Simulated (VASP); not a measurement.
Set up this calculation in VASP 6.6.1, as the native input.

| Property | Result |
| --- | --- |
| Task | single point |
| Functional | PBE |
| Potentials or basis | VASP PAW PBE potentials, release 64 (P) |
| Cutoff | 520 eV |
| k mesh | 34 × 34 × 34 |
| Occupations | gaussian, width 0.1 eV |
| Spin | no spin polarisation |
| Dipole correction | no |
| Further INCAR settings | ALGO = Normal; EDIFF = 1e-06; NBANDS = 8 |

The structure of P lies in POSCAR:

```
P
1.0
   -1.1452919806      1.1452919806      3.8618841221
    1.1452919806     -1.1452919806      3.8618841221
    1.1452919806      1.1452919806     -3.8618841221
P
1
Direct
    0.0000000000      0.0000000000      0.0000000000
```

The input as run:

INCAR

```
SYSTEM = P
PREC     = Accurate       ! precision mode
ENCUT    = 520            ! plane-wave cutoff, eV
EDIFF    = 1E-6           ! SCF threshold, eV
ISMEAR   = 0              ! smearing method
SIGMA    = 0.1            ! smearing width, eV
LREAL    = .False.        ! projectors in reciprocal space
LASPH    = .True.         ! aspherical terms in the spheres
NELM     = 80             ! most SCF steps
ALGO     = Normal         ! electronic algorithm
ISIF     = 2              ! what is computed and relaxed
LWAVE    = .False.        ! write WAVECAR
LCHARG   = .False.        ! write CHGCAR
GGA      = PE             ! functional
NBANDS   = 8              ! bands
```

KPOINTS

```
regular mesh
0
Gamma
  34 34 34
  0 0 0
```

Potentials or basis: VASP PAW PBE potentials, release 64 (P).

Launch:

```console
$ cat potpaw_PBE.64/P/POTCAR > POTCAR
$ mpirun -np 1 vasp_std > vasp.out
```

Results of the run:

- Pressure: -0.3 GPa

It took 16 min on 1 thread of Oxide Virtual Turin-like Processor, on a shared host, peak memory 0.47 GiB.
